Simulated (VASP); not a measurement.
# Na2BrCl (R-3m) in VASP: further runs, part 2 of 2

VASP 6.6.1. Earlier steps stand in the parts before.

### 3 Single point, LDA (strain +0.0300 x Voigt [0, 0, 1, 0, 0, 0])

INCAR

```
ALGO = Normal
EDIFF = 1E-7
ENCUT = 520
ISIF = 2
ISMEAR = 0
LASPH = True
LCHARG = True
LELF = True
LREAL = False
LVHAR = True
LWAVE = False
NBANDS = 22
NELM = 100
PREC = Accurate
SIGMA = 0.05
```

KPOINTS

```
k-points
0
Gamma
  9 9 9
```

POSCAR

```
Na2BrCl
1.0
    1.9888625555      1.1482703318      6.6932981836
   -1.9888625555      1.1482703318      6.6932981836
    0.0000000000     -2.2965406636      6.6932981836
Na Br Cl
2 1 1
Direct
    0.2545086910      0.2545086910      0.2545086910
    0.7454913090      0.7454913090      0.7454913090
    0.5000000000      0.5000000000      0.5000000000
    0.0000000000      0.0000000000      0.0000000000
```

Potentials or basis: VASP PAW LDA potentials, release 64 (Na_pv, Br, Cl).

Run with:

```bash
> cat potpaw_LDA.64/Na_pv/POTCAR potpaw_LDA.64/Br/POTCAR potpaw_LDA.64/Cl/POTCAR > POTCAR
> mpirun -np 1 vasp_std > vasp.out
```

OUTCAR:

```text
EDIFF = 1E-7
   ENCUT = 520
   ISIF = 2
   ISMEAR = 0
   LASPH = True
   LREAL = False
   NELM = 100
   PREC = Accurate

 ion  position               nearest neighbor table
   1  0.255  0.255  0.255-
   2  0.745  0.745  0.745-
   3  0.500  0.500  0.500-
   4  0.000  0.000  0.000-

  LATTYP: Found a trigonal (rhomboedric) cell.
 ALAT       =     7.0763224626
 COS(alpha) =     0.8420119248

  Lattice vectors:

 A1 = (   1.9888625555,   1.1482703318,   6.6932981836)
 A2 = (  -1.9888625555,   1.1482703318,   6.6932981836)
 A3 = (   0.0000000000,  -2.2965406636,   6.6932981836)

Analysis of symmetry for initial positions (statically):
=====================================================================
 Subroutine PRICEL returns:
 Original cell was already a primitive cell.

 Routine SETGRP: Setting up the symmetry group for a
 trigonal (rhombohedral) supercell.

 Subroutine GETGRP returns: Found 12 space group operations
 (whereof 12 operations were pure point group operations)
 out of a pool of 12 trial point group operations.

The static configuration has the point symmetry D_3d.

Analysis of symmetry for dynamics (positions and initial velocities):
=====================================================================
 Subroutine PRICEL returns:
 Original cell was already a primitive cell.

 Routine SETGRP: Setting up the symmetry group for a
 trigonal (rhombohedral) supercell.

 Subroutine GETGRP returns: Found 12 space group operations
 (whereof 12 operations were pure point group operations)
 out of a pool of 12 trial point group operations.

The dynamic configuration has the point symmetry D_3d.

 Subroutine INISYM returns: Found 12 space group operations
[... 115 lines left out ...]
   EFERMI =   0.00;   METHOD = LEGACY
   ISMEAR =     0;   SIGMA  =   0.05  broadening in eV -4-tet -1-fermi 0-gaus
   EFERMI_NEDOS =   21; number of points for ismear=-14 and -15
   IALGO  =     38    algorithm
   IMIX   =      4    mixing-type and parameters
     AMIX     =   0.40;   BMIX     =  1.00
     AMIX_MAG =   1.60;   BMIX_MAG =  1.00
  volume/ion in A,a.u.               =      22.93       154.73
  Fermi-wavevector in a.u.,A,eV,Ry     =   1.102336  2.083113 16.533052  1.215145
  Thomas-Fermi vector in A             =   2.238777
   LORBIT       =      0    0 simple, 1 ext, 2 COOP (PROOUT), +10 PAW based schemes
   GGA     = CA    functional components
   LHFCALC =     F    Hartree Fock is set to
   AEXX    =    0.0000 exact exchange contribution
   IVDW    =     0    specifies the selected vdW correction
   LEPSILON=     F    determine dielectric tensor
   LRPA    =     F    only Hartree local field effects (RPA)
 non-spin polarized calculation
 Gauss-broadening in eV      SIGMA  =   0.05
  energy-cutoff  :      520.00
  volume of cell :       91.71
 maximum number of plane-waves:      2509
 NGX is ok and might be reduce to    54
   NGX = 27   NGY = 27   NGZ = 27

 number of electron      28.0000001 magnetization

 Free energy of the ion-electron system (eV)
  ---------------------------------------------------
  ext. energy  EPLUGINS =         0.00000000
  ---------------------------------------------------
  free energy    TOTEN  =       -14.10773309 eV

  energy without entropy =      -14.10773309  energy(sigma->0) =      -14.10773309

 E-fermi :   0.1258     XC(G=0):  -8.8520

 val. band max:       -0.0755229186   @ k =   0.0000   0.0000   0.0000
 cond. band min:       3.9089059386   @ k =   0.0000   0.0000   0.0000
 fundamental gap:      3.9844288572
 Fermi energy:         0.1257890083

 k-point     1 :       0.0000    0.0000    0.0000
  band No.  band energies     occupation
      1     -21.6173      2.00000
      2     -21.5915      2.00000
      3     -21.5915      2.00000
      4     -21.5896      2.00000
      5     -21.5896      2.00000
      6     -21.5870      2.00000
[... 589 lines left out ...]
     21      10.7060      0.00000
     22      13.0657      0.00000

 [... further k-points ...]

------------------------ aborting loop because EDIFF is reached ----------------------------------------

  FORCE on cell =-STRESS in cart. coord.  units (eV):
  Direction    XX          YY          ZZ          XY          YZ          ZX
  --------------------------------------------------------------------------------------
  -------------------------------------------------------------------------------------
  Total       -0.3194258     -0.3194258     -0.7202635      0.0000000      0.0000000      0.0000000
  in kB       -5.5800783     -5.5800783    -12.5823477      0.0000000      0.0000000      0.0000000
  external PRESSURE =      -7.9141681 kB  Pullay stress =       0.0000000 kB

 VOLUME and BASIS-vectors are now :
 -----------------------------------------------------------------------------
  energy-cutoff  :      520.00
  volume of cell :       91.71
      direct lattice vectors                 reciprocal lattice vectors
     1.988862555  1.148270332  6.693298184     0.251399977  0.145145844  0.049801058
    -1.988862555  1.148270332  6.693298184    -0.251399977  0.145145844  0.049801058
     0.000000000 -2.296540664  6.693298184     0.000000000 -0.290291688  0.049801058

 POSITION                                       TOTAL-FORCE (eV/Angst)
 -----------------------------------------------------------------------------------
      0.00000      0.00000      5.11051        -0.000000      0.000000     -0.010214
      0.00000      0.00000     14.96939        -0.000000     -0.000000      0.010214
      0.00000      0.00000     10.03995         0.000000     -0.000000      0.000000
      0.00000      0.00000      0.00000        -0.000000     -0.000000      0.000000
 -----------------------------------------------------------------------------------
    total drift:                               -0.000000      0.000000     -0.000000

  FREE ENERGIE OF THE ION-ELECTRON SYSTEM (eV)
  ---------------------------------------------------
  free  energy   TOTEN  =       -14.1077330914 eV

  energy  without entropy=      -14.1077330914  energy(sigma->0) =      -14.10773309
```

OSZICAR:

```text
N       E                     dE             d eps       ncg     rms          rms(c)
DAV:   1     0.242896908654E+03    0.24290E+03   -0.13550E+04  3740   0.128E+03
DAV:   2     0.792276930494E+01   -0.23497E+03   -0.22235E+03  4160   0.339E+02
DAV:   3    -0.138587079751E+02   -0.21781E+02   -0.21603E+02  4590   0.102E+02
DAV:   4    -0.144158007372E+02   -0.55709E+00   -0.55637E+00  4436   0.176E+01
DAV:   5    -0.144268411568E+02   -0.11040E-01   -0.11040E-01  4800   0.249E+00    0.262E+00
DAV:   6    -0.141482783574E+02    0.27856E+00   -0.44997E-01  4396   0.366E+00    0.179E+00
DAV:   7    -0.141107492925E+02    0.37529E-01   -0.10735E-01  4778   0.170E+00    0.112E+00
DAV:   8    -0.141080203515E+02    0.27289E-02   -0.97052E-03  4562   0.788E-01    0.340E-01
DAV:   9    -0.141077268188E+02    0.29353E-03   -0.94095E-04  4364   0.210E-01    0.806E-02
DAV:  10    -0.141077437140E+02   -0.16895E-04   -0.32905E-04  4664   0.107E-01    0.228E-02
DAV:  11    -0.141077364320E+02    0.72820E-05   -0.17813E-05  4622   0.311E-02    0.173E-02
DAV:  12    -0.141077331956E+02    0.32364E-05   -0.12405E-05  4488   0.200E-02    0.340E-03
DAV:  13    -0.141077331022E+02    0.93446E-07   -0.24951E-06  4664   0.951E-03    0.218E-03
DAV:  14    -0.141077330914E+02    0.10729E-07   -0.33299E-07  4180   0.453E-03
   1 F= -.14107733E+02 E0= -.14107733E+02  d E =-.190376E-10
```

Wall time 6.1 min (1 thread of Oxide Virtual Turin-like, shared host); peak memory 0.37 GiB.

Results:

```yaml
Free_energy: -14.1077 eV
Pressure: -0.8 GPa
Largest_force: 0.010 eV/Å
Band_gap_on_the_k_mesh: 3.98 eV
```

Forces on the atoms (eV/Å):
```
Na   0.000  0.000 -0.010
Na   0.000  0.000  0.010
Br   0.000  0.000  0.000
Cl   0.000  0.000  0.000
```

Stress tensor (GPa, compression positive):
```
-0.56  0.00  0.00
 0.00 -0.56  0.00
 0.00  0.00 -1.26
```

Caveat: the cell differs from its parent crystal (strain +0.0300 x Voigt [0, 0, 1, 0, 0, 0]). A k mesh can miss the band edges.

### 4 Single point, LDA (strain +0.0400 x Voigt [0, 0, 1, 0, 0, 0])

INCAR

```
ALGO = Normal
EDIFF = 1E-7
ENCUT = 520
ISIF = 2
ISMEAR = 0
LASPH = T
LCHARG = F
LREAL = F
LWAVE = F
NBANDS = 22
NELM = 80
PREC = Accurate
SIGMA = 0.05
```

KPOINTS is that of step 3.

POSCAR

```
Na2BrCl
1.0
    1.9888625555      1.1482703318      6.7582816611
   -1.9888625555      1.1482703318      6.7582816611
    0.0000000000     -2.2965406636      6.7582816611
Na Br Cl
2 1 1
Direct
    0.2545086910      0.2545086910      0.2545086910
    0.7454913090      0.7454913090      0.7454913090
    0.5000000000      0.5000000000      0.5000000000
    0.0000000000      0.0000000000      0.0000000000
```

Potentials or basis: VASP PAW LDA potentials, release 64 (Na_pv, Br, Cl).

Run with:

```bash
> cat potpaw_LDA.64/Na_pv/POTCAR potpaw_LDA.64/Br/POTCAR potpaw_LDA.64/Cl/POTCAR > POTCAR
> mpirun -np 1 vasp_std > vasp.out
```

OUTCAR:

```text
EDIFF = 1E-7
   ENCUT = 520
   ISIF = 2
   ISMEAR = 0
   LASPH = T
   LREAL = F
   NELM = 80
   PREC = Accurate

 ion  position               nearest neighbor table
   1  0.255  0.255  0.255-
   2  0.745  0.745  0.745-
   3  0.500  0.500  0.500-
   4  0.000  0.000  0.000-

  LATTYP: Found a trigonal (rhomboedric) cell.
 ALAT       =     7.1378196972
 COS(alpha) =     0.8447225496

  Lattice vectors:

 A1 = (   1.9888625555,   1.1482703318,   6.7582816611)
 A2 = (  -1.9888625555,   1.1482703318,   6.7582816611)
 A3 = (   0.0000000000,  -2.2965406636,   6.7582816611)

Analysis of symmetry for initial positions (statically):
=====================================================================
 Subroutine PRICEL returns:
 Original cell was already a primitive cell.

 Routine SETGRP: Setting up the symmetry group for a
 trigonal (rhombohedral) supercell.

 Subroutine GETGRP returns: Found 12 space group operations
 (whereof 12 operations were pure point group operations)
 out of a pool of 12 trial point group operations.

The static configuration has the point symmetry D_3d.

Analysis of symmetry for dynamics (positions and initial velocities):
=====================================================================
 Subroutine PRICEL returns:
 Original cell was already a primitive cell.

 Routine SETGRP: Setting up the symmetry group for a
 trigonal (rhombohedral) supercell.

 Subroutine GETGRP returns: Found 12 space group operations
 (whereof 12 operations were pure point group operations)
 out of a pool of 12 trial point group operations.

The dynamic configuration has the point symmetry D_3d.

 Subroutine INISYM returns: Found 12 space group operations
 (whereof 12 operations are pure point group operations),
[... 115 lines left out ...]
   ISMEAR =     0;   SIGMA  =   0.05  broadening in eV -4-tet -1-fermi 0-gaus
   EFERMI_NEDOS =   21; number of points for ismear=-14 and -15
   IALGO  =     38    algorithm
   IMIX   =      4    mixing-type and parameters
     AMIX     =   0.40;   BMIX     =  1.00
     AMIX_MAG =   1.60;   BMIX_MAG =  1.00
  volume/ion in A,a.u.               =      23.15       156.23
  Fermi-wavevector in a.u.,A,eV,Ry     =   1.098792  2.076415 16.426900  1.207343
  Thomas-Fermi vector in A             =   2.235175
   LORBIT       =      0    0 simple, 1 ext, 2 COOP (PROOUT), +10 PAW based schemes
   GGA     = CA    functional components
   LHFCALC =     F    Hartree Fock is set to
   AEXX    =    0.0000 exact exchange contribution
   IVDW    =     0    specifies the selected vdW correction
   LEPSILON=     F    determine dielectric tensor
   LRPA    =     F    only Hartree local field effects (RPA)
 non-spin polarized calculation
 Gauss-broadening in eV      SIGMA  =   0.05
  energy-cutoff  :      520.00
  volume of cell :       92.61
 maximum number of plane-waves:      2528
 NGX is ok and might be reduce to    54
   NGX = 27   NGY = 27   NGZ = 27

 number of electron      28.0000005 magnetization

 Free energy of the ion-electron system (eV)
  ---------------------------------------------------
  ext. energy  EPLUGINS =         0.00000000
  ---------------------------------------------------
  free energy    TOTEN  =       -14.09979755 eV

  energy without entropy =      -14.09979755  energy(sigma->0) =      -14.09979755

 E-fermi :   0.1356     XC(G=0):  -8.8102

 val. band max:       -0.1115761908   @ k =   0.0000   0.0000   0.0000
 cond. band min:       3.8104659933   @ k =   0.0000   0.0000   0.0000
 fundamental gap:      3.9220421841
 Fermi energy:         0.1355782177

 k-point     1 :       0.0000    0.0000    0.0000
  band No.  band energies     occupation
      1     -21.6897      2.00000
      2     -21.6667      2.00000
      3     -21.6667      2.00000
      4     -21.6649      2.00000
      5     -21.6649      2.00000
      6     -21.6611      2.00000
[... 589 lines left out ...]
     21      10.5598      0.00000
     22      12.9265      0.00000

 [... further k-points ...]

------------------------ aborting loop because EDIFF is reached ----------------------------------------

  FORCE on cell =-STRESS in cart. coord.  units (eV):
  Direction    XX          YY          ZZ          XY          YZ          ZX
  --------------------------------------------------------------------------------------
  -------------------------------------------------------------------------------------
  Total       -0.4160363     -0.4160363     -0.9578318      0.0000000      0.0000000     -0.0000000
  in kB       -7.1978930     -7.1978930    -16.5715587      0.0000000      0.0000000     -0.0000000
  external PRESSURE =     -10.3224482 kB  Pullay stress =       0.0000000 kB

 VOLUME and BASIS-vectors are now :
 -----------------------------------------------------------------------------
  energy-cutoff  :      520.00
  volume of cell :       92.61
      direct lattice vectors                 reciprocal lattice vectors
     1.988862555  1.148270332  6.758281661     0.251399977  0.145145844  0.049322202
    -1.988862555  1.148270332  6.758281661    -0.251399977  0.145145844  0.049322202
     0.000000000 -2.296540664  6.758281661     0.000000000 -0.290291688  0.049322202

 POSITION                                       TOTAL-FORCE (eV/Angst)
 -----------------------------------------------------------------------------------
      0.00000      0.00000      5.16012         0.000000      0.000000     -0.013503
      0.00000      0.00000     15.11472         0.000000     -0.000000      0.013503
      0.00000      0.00000     10.13742        -0.000000      0.000000      0.000000
      0.00000      0.00000      0.00000         0.000000      0.000000      0.000000
 -----------------------------------------------------------------------------------
    total drift:                               -0.000000      0.000000     -0.000000

  FREE ENERGIE OF THE ION-ELECTRON SYSTEM (eV)
  ---------------------------------------------------
  free  energy   TOTEN  =       -14.0997975457 eV

  energy  without entropy=      -14.0997975457  energy(sigma->0) =      -14.09979755
```

OSZICAR:

```text
N       E                     dE             d eps       ncg     rms          rms(c)
DAV:   1     0.242934165033E+03    0.24293E+03   -0.13526E+04  3740   0.128E+03
DAV:   2     0.795177756690E+01   -0.23498E+03   -0.22201E+03  4120   0.339E+02
DAV:   3    -0.138459097084E+02   -0.21798E+02   -0.21621E+02  4624   0.102E+02
DAV:   4    -0.144110338919E+02   -0.56512E+00   -0.56449E+00  4362   0.176E+01
DAV:   5    -0.144219883298E+02   -0.10954E-01   -0.10954E-01  4956   0.247E+00    0.262E+00
DAV:   6    -0.141406872901E+02    0.28130E+00   -0.45691E-01  4428   0.366E+00    0.178E+00
DAV:   7    -0.141028867728E+02    0.37801E-01   -0.10701E-01  4786   0.169E+00    0.112E+00
DAV:   8    -0.141000718810E+02    0.28149E-02   -0.96543E-03  4598   0.788E-01    0.335E-01
DAV:   9    -0.140997920712E+02    0.27981E-03   -0.91697E-04  4346   0.207E-01    0.817E-02
DAV:  10    -0.140998085388E+02   -0.16468E-04   -0.32873E-04  4646   0.105E-01    0.231E-02
DAV:  11    -0.140998011423E+02    0.73965E-05   -0.17302E-05  4594   0.305E-02    0.175E-02
DAV:  12    -0.140997976537E+02    0.34886E-05   -0.12825E-05  4506   0.204E-02    0.351E-03
DAV:  13    -0.140997975616E+02    0.92132E-07   -0.25621E-06  4612   0.937E-03    0.218E-03
DAV:  14    -0.140997975457E+02    0.15929E-07   -0.37474E-07  4238   0.468E-03
   1 F= -.14099798E+02 E0= -.14099798E+02  d E =-.484410E-14
```

Wall time 5.9 min (1 thread of Oxide Virtual Turin-like, shared host); peak memory 0.37 GiB.

What came out:

| Quantity | Value |
| --- | --- |
| Free energy | -14.0998 eV |
| Pressure | -1.0 GPa |
| Largest force | 0.014 eV/Å |
| Band gap on the k mesh | 3.92 eV |

Forces on the atoms (eV/Å):
```
Na   0.000  0.000 -0.014
Na   0.000  0.000  0.014
Br   0.000  0.000  0.000
Cl   0.000  0.000  0.000
```

Levels at points of the mesh, in eV from the valence-band top:
| k point | band 12 | band 13 | band 14 | band 15 | band 16 | band 17 |
| --- | --- | --- | --- | --- | --- | --- |
| (0.00, 0.00, 0.00) | -0.58 | 0.00 | 0.00 | 3.92 | 6.10 | 9.47 |

Caveat: the cell differs from its parent crystal (strain +0.0400 x Voigt [0, 0, 1, 0, 0, 0]).

### 5 Overview

| cell | gap on the mesh (eV) | pressure (GPa) | largest force (eV/Å) |
| --- | --- | --- | --- |
| a = 7.015 Å, angles 32.9°, 4 atoms | 4.05 | -0.5 | 0.01 |
| a = 7.076 Å, angles 32.6°, 4 atoms | 3.98 | -0.8 | 0.01 |
| a = 7.138 Å, angles 32.4°, 4 atoms | 3.92 | -1.0 | 0.01 |

Alike in all rows: task single point; level LDA; potentials or basis VASP PAW LDA potentials, release 64 (Na_pv, Br, Cl); no spin polarisation; k mesh 9 × 9 × 9; cutoff (eV) 520; smearing gaussian 0.05 eV.

Total energies depend on the potentials used, so only differences within one code and one set of settings carry meaning.
